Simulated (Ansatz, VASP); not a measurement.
One calculation of Cu, two programs

The input INCAR:

```
SYSTEM = Cu
PREC = Accurate ; ENCUT = 600
EDIFF = 1E-7 ; ISMEAR = -1
SIGMA = 0.1 ; LREAL = .FALSE.
LASPH = .TRUE. ; NELM = 80
ALGO = Normal ; ISIF = 3
LWAVE = .FALSE. ; LCHARG = .FALSE.
IBRION = 2 ; NSW = 80
EDIFFG = -0.02
```

Contents of KPOINTS:

```
regular mesh
0
G
  15 15 8
  0 0 0
```

POSCAR

```
Cu
1.0
    2.5341000000      0.0000000000      0.0000000000
   -1.2670500000      2.1945900000      0.0000000000
    0.0000000000      0.0000000000      4.1125700000
Cu
2
Direct
    0.3333333333      0.6666666667      0.2500000000
    0.6666666667      0.3333333333      0.7500000000
```

Input for Ansatz:

```yaml
crystal:
  lattice:
    - [2.5341, 0.0, 0.0]
    - [-1.26705, 2.19459, 0.0]
    - [0.0, 0.0, 4.11257]
  atoms:
    - { symbol: Cu, position: [0.3333333333333333, 0.6666666666666666, 0.25] }
    - { symbol: Cu, position: [0.6666666666666666, 0.3333333333333333, 0.75] }
kpoints:
  mp_grid:
    grid: [15, 15, 8]
hamiltonian:
  xc: lda
  dispersion: none
scf:
  convergence:
    dr2_threshold: 1.0e-09
  occupations:
    method: fermi_dirac
relax:
  f_tol: 0.02
  cell: {}
```

Alike in both runs: task relaxation of cell and atoms; functional LDA; k mesh 15 × 15 × 8; no spin polarisation.

```csv
,VASP,Ansatz
version,VASP 6.6.1,Ansatz 0.2.0
potentials or method,"VASP PAW LDA potentials, release 64 (Cu)","plane waves, PAW"
plane-wave cutoff (eV),600,420
occupations,"fermi-dirac, width 0.1 eV",fermi-dirac
valence electrons in the cell,22,38
```

|  | VASP | Ansatz | Ansatz less VASP |
| --- | --- | --- | --- |
| relaxed volume (Å³/atom) | 10.94 | 10.89 | -0.051 |
| relaxed cell length with the largest relative difference (Å) | 4.099 | 4.092 | -0.0072 |

LDA's correlation is that of Perdew and Zunger in VASP and of Perdew and Wang (1992) in Ansatz. VASP's potentials hold 22 valence electrons a cell and Ansatz's 38, so a difference there can come from the potentials and not from the codes. Ansatz's warnings: stress scf threshold loose.
